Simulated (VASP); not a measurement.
A run of VASP 6.6.1 is set up as follows.

File INCAR:

```
SYSTEM = GaN
  PREC = Accurate
  ENCUT = 520
  EDIFF = 1E-8
  ISMEAR = -1
  SIGMA = 0.02
  LREAL = .False.
  LASPH = .True.
  NELM = 120
  ALGO = Normal
  ISIF = 2
  LWAVE = .False.
  LCHARG = .False.
  GGA = PE
  LEFG = .True.
  NBANDS = 16
  GGA_COMPAT = .False.
```

Contents of KPOINTS:

```
regular mesh
0
Gamma
  13 13 13
  0 0 0
```

File POSCAR:

```
GaN
1.0
    0.0000000000      1.9518253216      1.9518253216
    1.9518253216      0.0000000000      1.9518253216
    1.9518253216      1.9518253216      0.0000000000
Ga N
1 1
Direct
    0.5000000000      0.5000000000      0.5000000000
    0.0000000000      0.0000000000      0.0000000000
```

Potentials or basis: VASP PAW PBE potentials, release 64 (Ga_d, N).

Command:

```bash
$ cat potpaw_PBE.64/Ga_d/POTCAR potpaw_PBE.64/N/POTCAR > POTCAR
$ mpirun -np 1 vasp_std > vasp.out
```

Task: Estimate the band gap on the k mesh.

Result: 2.38 eV, indirect (least direct gap 5.92 eV).

Task: What does it give for the pressure?

Result: 104.4 GPa.

Caveat: without QUAD_EFG the Cq values of the log hold for a quadrupole moment of 1 mb, not for the nuclei. A k mesh can miss the band edges.
